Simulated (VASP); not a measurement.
# PrPb5 (P-62m) in VASP: single point with PBE

Aim: the single point of PrPb5 with PBE.

Program: VASP 6.6.1. These are calculated values, not measurements. Logs are shortened: lines on timing, memory, paths and dates and some standing lists are left out, and cuts for length are marked.

### 1 The cell of the first run

It takes space group P-62m (No. 189, hexagonal). The conventional cell has a = 6.126 Å, b = 6.126 Å, c = 5.789 Å, α = 90.00°, β = 90.00°, γ = 120.00°. Pr (site symmetry -62m) has 12 Pb at 3.52 to 3.54 Å within 4.6 Å. Within 4.6 Å of Pb (site symmetry m2m) lie 10 Pb at 3.48 to 3.57 Å and 2 Pr at 3.52 Å. Pb (site symmetry -6) has 9 Pb at 3.54 to 3.55 Å and 3 Pr at 3.54 Å within 4.6 Å.

### 2 Single point, PBE

Input file POSCAR:

```
PrPb5
1.0
    6.1258829973      0.0000000000      0.0000000000
   -3.0629414987      5.3051702962      0.0000000000
    0.0000000000      0.0000000000      5.7890424272
Pr Pb
1 5
Direct
    0.0000000000      0.0000000000      0.5000000000
    0.0000000000      0.3279869758      0.0000000000
    0.6720130242      0.6720130242      0.0000000000
    0.3279869758      0.0000000000      0.0000000000
    0.6666666667      0.3333333333      0.5000000000
    0.3333333333      0.6666666667      0.5000000000
```

Input file INCAR.step1:

```
SYSTEM = PrPb5
PREC     = Accurate       ! precision mode
ENCUT    = 400            ! plane-wave cutoff, eV
EDIFF    = 1E-6           ! SCF threshold, eV
ISMEAR   = 0              ! smearing method
SIGMA    = 0.1            ! smearing width, eV
LREAL    = .FALSE.        ! projectors in reciprocal space
LASPH    = .TRUE.         ! aspherical terms in the spheres
NELM     = 200            ! most SCF steps
ALGO     = Normal         ! electronic algorithm
ISIF     = 2              ! what is computed and relaxed
LWAVE    = .FALSE.        ! write WAVECAR
LCHARG   = .TRUE.         ! write CHGCAR
LMAXMIX  = 6              ! l up to which the mixer works
GGA      = PE             ! functional
NBANDS   = 50             ! bands
GGA_COMPAT= .FALSE.      
NEDOS    = 2001           ! points of the DOS
LORBIT   = 11             ! projections on sites
```

Input file KPOINTS.step1:

```
Automatic mesh
0
G
  6 6 6
  0 0 0
```

Input file INCAR.step2:

```
SYSTEM = PrPb5
PREC     = Accurate       ! precision mode
ENCUT    = 400            ! plane-wave cutoff, eV
EDIFF    = 1E-6           ! SCF threshold, eV
ISMEAR   = -5             ! smearing method
SIGMA    = 0.1            ! smearing width, eV
LREAL    = .FALSE.        ! projectors in reciprocal space
LASPH    = .TRUE.         ! aspherical terms in the spheres
NELM     = 200            ! most SCF steps
ALGO     = Normal         ! electronic algorithm
ISIF     = 2              ! what is computed and relaxed
LWAVE    = .FALSE.        ! write WAVECAR
LCHARG   = .FALSE.        ! write CHGCAR
LMAXMIX  = 6              ! l up to which the mixer works
GGA      = PE             ! functional
LORBIT   = 11             ! projections on sites
NBANDS   = 50             ! bands
NEDOS    = 1001           ! points of the DOS
ICHARG   = 11             ! starting density
GGA_COMPAT= .FALSE.
```

Input file KPOINTS.step2:

```
Automatic mesh
0
G
  9 9 9
  0 0 0
```

Potentials or basis: VASP PAW PBE potentials, release 64 (Pr_3, Pb_d), 4f in core.

Launch:

```sh
> cat potpaw_PBE.64/Pr_3/POTCAR potpaw_PBE.64/Pb_d/POTCAR > POTCAR
> cp INCAR.step1 INCAR
> cp KPOINTS.step1 KPOINTS
> mpirun -np 1 vasp_std > vasp.out
> cp INCAR.step2 INCAR
> cp KPOINTS.step2 KPOINTS
> mpirun -np 1 vasp_std > vasp.out
```

OUTCAR:

```text
SYSTEM = PrPb5
   PREC = Accurate
   ENCUT = 400
   EDIFF = 1E-6
   ISMEAR = -5
   LREAL = .FALSE.
   LASPH = .TRUE.
   NELM = 200
   ISIF = 2
   GGA = PE
   LORBIT = 11
   ICHARG = 11

 ion  position               nearest neighbor table
   1  0.000  0.000  0.500-   3 3.52   3 3.52   2 3.52   2 3.52   4 3.52   4 3.52   6 3.54   5 3.54
                             6 3.54   5 3.54   5 3.54   6 3.54
   2  0.000  0.328  0.000-   3 3.48   4 3.48   1 3.52   1 3.52   5 3.55   5 3.55   6 3.55   6 3.55
                             4 3.57   3 3.57   4 3.57   3 3.57
   3  0.672  0.672  0.000-   2 3.48   4 3.48   1 3.52   1 3.52   5 3.55   5 3.55   6 3.55   6 3.55
                             4 3.57   2 3.57   2 3.57   4 3.57
   4  0.328  0.000  0.000-   3 3.48   2 3.48   1 3.52   1 3.52   6 3.55   6 3.55   5 3.55   5 3.55
                             3 3.57   2 3.57   2 3.57   3 3.57
   5  0.667  0.333  0.500-   6 3.54   6 3.54   1 3.54   1 3.54   1 3.54   6 3.54   2 3.55   2 3.55
                             4 3.55   4 3.55   3 3.55   3 3.55
   6  0.333  0.667  0.500-   5 3.54   5 3.54   1 3.54   1 3.54   1 3.54   5 3.54   4 3.55   4 3.55
                             2 3.55   2 3.55   3 3.55   3 3.55

  LATTYP: Found a hexagonal cell.
 ALAT       =     6.1258829973
 C/A-ratio  =     0.9450135482

  Lattice vectors:

 A1 = (   6.1258829973,   0.0000000000,   0.0000000000)
 A2 = (  -3.0629414987,   5.3051702962,   0.0000000000)
 A3 = (   0.0000000000,   0.0000000000,   5.7890424272)

Analysis of symmetry for initial positions (statically):
=====================================================================
 Subroutine PRICEL returns:
 Original cell was already a primitive cell.

 Routine SETGRP: Setting up the symmetry group for a
 hexagonal supercell.

 Subroutine GETGRP returns: Found 12 space group operations
 (whereof 12 operations were pure point group operations)
 out of a pool of 24 trial point group operations.

The static configuration has the point symmetry D_3h.

Analysis of symmetry for dynamics (positions and initial velocities):
=====================================================================
 Subroutine PRICEL returns:
 Original cell was already a primitive cell.

 Routine SETGRP: Setting up the symmetry group for a
 hexagonal supercell.

 Subroutine GETGRP returns: Found 12 space group operations
 (whereof 12 operations were pure point group operations)
 out of a pool of 24 trial point group operations.

The dynamic configuration has the point symmetry D_3h.

 Subroutine INISYM returns: Found 12 space group operations
 (whereof 12 operations are pure point group operations),
 and found     1 'primitive' translations

----------------------------------------------------------------------------------------

                                     Primitive cell

  volume of cell :     188.1372

  direct lattice vectors                    reciprocal lattice vectors
     6.125882997  0.000000000  0.000000000     0.163241773  0.094247681  0.000000000
    -3.062941499  5.305170296  0.000000000     0.000000000  0.188495363  0.000000000
     0.000000000  0.000000000  5.789042427     0.000000000  0.000000000  0.172740140

  length of vectors
     6.125882997  6.125882997  5.789042427     0.188495363  0.188495363  0.172740140

  position of ions in fractional coordinates (direct lattice)
     0.000000000  0.000000000  0.500000000
     1.000000000  0.327986976  0.000000000
     0.672013024  0.672013024  0.000000000
     0.327986976  0.000000000  0.000000000
     0.666666667  0.333333333  0.500000000
     0.333333333  0.666666667  0.500000000

  ion indices of the primitive-cell ions
   primitive index   ion index
                 1           1
                 2           2
                 3           3
                 4           4
                 5           5
                 6           6

----------------------------------------------------------------------------------------

 KPOINTS: Automatic mesh

Automatic generation of k-mesh.
 Grid dimensions read from file:
 generate k-points for:    9    9    9

 Generating k-lattice:

  Cartesian coordinates                     Fractional coordinates (reciprocal lattice)
     0.018137975  0.010471965  0.000000000     0.111111111  0.000000000  0.000000000
     0.000000000  0.020943929  0.000000000     0.000000000  0.111111111  0.000000000
     0.000000000  0.000000000  0.019193349     0.000000000  0.000000000  0.111111111

  Length of vectors
     0.020943929  0.020943929  0.019193349

  Shift w.r.t. Gamma in fractional coordinates (k-lattice)
     0.000000000  0.000000000  0.000000000

 TETIRR: Found    699 inequivalent tetrahedra from     4374

 Subroutine IBZKPT returns following result:
 ===========================================

 Found     60 irreducible k-points:

 Following reciprocal coordinates:
            Coordinates               Weight
  0.000000  0.000000  0.000000      1.000000
  0.111111 -0.000000  0.000000      6.000000
  0.222222  0.000000  0.000000      6.000000
  0.333333 -0.000000  0.000000      6.000000
  0.444444  0.000000  0.000000      6.000000
  0.111111  0.111111  0.000000      6.000000
[... 16 lines left out ...]
  0.333333  0.222222  0.111111     24.000000
  0.333333  0.333333  0.111111      4.000000
 [... further k-points ...]
   k-points           NKPTS =     60   k-points in BZ     NKDIM =     60   number of bands    NBANDS=     50
   number of dos      NEDOS =   1001   number of ions     NIONS =      6
   total plane-waves  NPLWV =  64000
   dimension x,y,z NGX =    40 NGY =   40 NGZ =   40
   dimension x,y,z NGXF=    80 NGYF=   80 NGZF=   80
   ions per type =               1   5
   NGX,Y,Z   is equivalent  to a cutoff of  10.86, 10.86, 11.49 a.u.
   NGXF,Y,Z  is equivalent  to a cutoff of  21.71, 21.71, 22.97 a.u.
 SYSTEM =  PrPb5
   PREC   = accura    normal or accurate (medium, high low for compatibility)
   ISTART =      0    job   : 0-new  1-cont  2-samecut
   ICHARG =     11    charge: 1-file 2-atom 10-const
   ISPIN  =      1    spin polarized calculation?
   LNONCOLLINEAR =      F non collinear calculations
   LSORBIT =      F    spin-orbit coupling
   LASPH  =      T    aspherical Exc in radial PAW
   ENCUT  =  400.0 eV  29.40 Ry    5.42 a.u.   9.99  9.99  9.44*2*pi/ulx,y,z
   NELM   =    200;   NELMIN=  2; NELMDL=  0     # of ELM steps
   EDIFF  = 0.1E-05   stopping-criterion for ELM
   LREAL  =      F    real-space projection
   EDIFFG = 0.1E-04   stopping-criterion for IOM
   NSW    =      0    number of steps for IOM
   IBRION =     -1    ionic relax: 0-MD 1-quasi-New 2-CG
   NFREE  =      0    steps in history (QN), initial steepest desc. (CG)
   ISIF   =      2    stress and relaxation
   ISYM   =      2    0-nonsym 1-usesym 2-fastsym
   POTIM  = 0.5000    time-step for ionic-motion
   TEBEG  =    0.0;   TEEND  =   0.0 temperature during run
   PSTRESS=    0.0 pullay stress
   NELECT =      81.0000    total number of electrons
   NUPDOWN=      -1.0000    fix difference up-down
   EMIN   =  10.00;   EMAX   =-10.00  energy-range for DOS
   EFERMI =   0.00;   METHOD = LEGACY
   ISMEAR =    -5;   SIGMA  =   0.10  broadening in eV -4-tet -1-fermi 0-gaus
   EFERMI_NEDOS =   21; number of points for ismear=-14 and -15
   IALGO  =     38    algorithm
   IMIX   =      4    mixing-type and parameters
     AMIX     =   0.40;   BMIX     =  1.00
     AMIX_MAG =   1.60;   BMIX_MAG =  1.00
  volume/ion in A,a.u.               =      31.36       211.60
  Fermi-wavevector in a.u.,A,eV,Ry     =   1.236170  2.336023 20.791289  1.528117
  Thomas-Fermi vector in A             =   2.370790
   LORBIT       =     11    0 simple, 1 ext, 2 COOP (PROOUT), +10 PAW based schemes
   GGA     = PE    functional components
   LHFCALC =     F    Hartree Fock is set to
   AEXX    =    0.0000 exact exchange contribution
   IVDW    =     0    specifies the selected vdW correction
   LEPSILON=     F    determine dielectric tensor
   LRPA    =     F    only Hartree local field effects (RPA)
 non-spin polarized calculation
 Fermi weights with tetrahedron method with Bloechl corrections
  energy-cutoff  :      400.00
  volume of cell :      188.14
 maximum number of plane-waves:      3444
 NGX is ok and might be reduce to    40

 number of electron      80.9999995 magnetization

 Free energy of the ion-electron system (eV)
  ---------------------------------------------------
  ext. energy  EPLUGINS =         0.00000000
  ---------------------------------------------------
  free energy    TOTEN  =       -23.34798504 eV

  energy without entropy =      -23.34798504  energy(sigma->0) =      -23.34798504

 E-fermi :   6.4952     XC(G=0): -10.0602

 val. band max:        6.5738765438   @ k =   0.4444   0.1111   0.3333
 cond. band min:       6.3882777349   @ k =   0.2222   0.2222   0.0000
 fundamental gap:     -0.1855988088
 Fermi energy:         6.4952245310

 k-point     1 :       0.0000    0.0000    0.0000
  band No.  band energies     occupation
      1     -30.3269      2.00000
      2     -12.3454      2.00000
      3     -12.3454      2.00000
      4     -12.3303      2.00000
      5     -10.4962      2.00000
      6     -10.4962      2.00000
[... 42 lines left out ...]
     49       9.5578      0.00000
     50      10.6032      0.00000

 k-point     2 :       0.1111   -0.0000    0.0000
  band No.  band energies     occupation
      1     -30.3269      2.00000
      2     -12.3458      2.00000
      3     -12.3443      2.00000
      4     -12.3306      2.00000
      5     -10.4939      2.00000
      6     -10.4923      2.00000
[... 1158 lines left out ...]
 k-point    24 :       0.3333    0.3333    0.1111
  band No.  band energies     occupation
      1     -30.3268      2.00000
      2     -12.3395      2.00000
      3     -12.3395      2.00000
      4     -12.3333      2.00000
      5     -10.5095      2.00000
      6     -10.5095      2.00000
[... 42 lines left out ...]
     49       9.8176      0.00000
     50      10.3893      0.00000

 [... further k-points ...]

------------------------ aborting loop because EDIFF is reached ----------------------------------------

  FORCE on cell =-STRESS in cart. coord.  units (eV):
  Direction    XX          YY          ZZ          XY          YZ          ZX
  --------------------------------------------------------------------------------------
  -------------------------------------------------------------------------------------
  Total        0.6036803      0.6036803     -0.2116730     -0.0000000      0.0000000      0.0000000
  in kB        5.1409437      5.1409437     -1.8026080     -0.0000000      0.0000000      0.0000000
  external PRESSURE =       2.8264265 kB  Pullay stress =       0.0000000 kB

 VOLUME and BASIS-vectors are now :
 -----------------------------------------------------------------------------
  energy-cutoff  :      400.00
  volume of cell :      188.14
      direct lattice vectors                 reciprocal lattice vectors
     6.125882997  0.000000000  0.000000000     0.163241773  0.094247681  0.000000000
    -3.062941499  5.305170296  0.000000000     0.000000000  0.188495363  0.000000000
     0.000000000  0.000000000  5.789042427     0.000000000  0.000000000  0.172740140

 POSITION                                       TOTAL-FORCE (eV/Angst)
 -----------------------------------------------------------------------------------
      0.00000      0.00000      2.89452         0.000000     -0.000000      0.000000
     -1.00460      1.74003      0.00000         0.000932     -0.001614     -0.000000
      2.05834      3.56514      0.00000         0.000932      0.001614      0.000000
      2.00921      0.00000      0.00000        -0.001863     -0.000000      0.000000
      3.06294      1.76839      2.89452         0.000000     -0.000000      0.000000
     -0.00000      3.53678      2.89452         0.000000      0.000000      0.000000
 -----------------------------------------------------------------------------------
    total drift:                                0.000000      0.000000      0.000000

  FREE ENERGIE OF THE ION-ELECTRON SYSTEM (eV)
  ---------------------------------------------------
  free  energy   TOTEN  =       -23.3479850443 eV

  energy  without entropy=      -23.3479850443  energy(sigma->0) =      -23.34798504

 total charge

# of ion       s       p       d       tot
------------------------------------------
    1        2.074   5.749   0.848   8.670
    2        1.368   0.807   9.803  11.978
    3        1.368   0.807   9.803  11.978
    4        1.368   0.807   9.803  11.978
    5        1.378   0.772   9.809  11.958
    6        1.378   0.772   9.809  11.958
--------------------------------------------------
tot          8.933   9.714  49.875  68.522
```

Wall time 2.7 min (1 thread of Intel Xeon 6975P-C (Granite Rapids), shared host); peak memory 0.43 GiB.

What came out:

```yaml
Valence_electrons_inside_the_program's_atomic_spheres: Pr 8.67; Pb 11.98, 11.96 (each value once)
```

Caveat: spin-orbit coupling is left out, which moves the levels of the heavy elements; the 4f electrons are frozen in the core, so they carry no moment and show no levels. Spin polarisation is off, so any magnetic state and its effect on volume and gap are missing.
